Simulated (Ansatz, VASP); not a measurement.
## BaAu3: VASP beside Ansatz

```
Ba Au
1.0
     4.65667    0.00000    0.00000
     0.00000    4.65667    0.00000
     0.00000    0.00000    4.65667
Ba Au
1 3
Cartesian
  0.0000 0.0000 0.0000
  0.0000 2.3283 2.3283
  2.3283 2.3283 0.0000
  2.3283 0.0000 2.3283
```

Alike in both runs: task single point; functional r2SCAN; k mesh 8 × 8 × 8; occupations gaussian, width 0.05 eV; no spin polarisation.

|  | VASP | Ansatz |
| --- | --- | --- |
| version | VASP 6.6.1 | Ansatz 0.2.0 |
| potentials or method | VASP PAW PBE potentials, release 64 (Ba_sv, Au), cutoff 520 eV | scalar-relativistic, plane waves, PAW |
| valence electrons in the cell | 43 | 67 |

```csv
,VASP,Ansatz,Ansatz less VASP
gap on the k mesh at the Fermi level (eV),none,none,-
pressure (GPa),-0.4,-1.0,-0.66
```

VASP's potentials were made for PBE, not for r2SCAN. A gap of «none» marks a metal or a gap that the smearing closes. VASP's potentials hold 43 valence electrons a cell and Ansatz's 67, so a difference there can come from the potentials and not from the codes.

Spin-orbit coupling is off throughout.
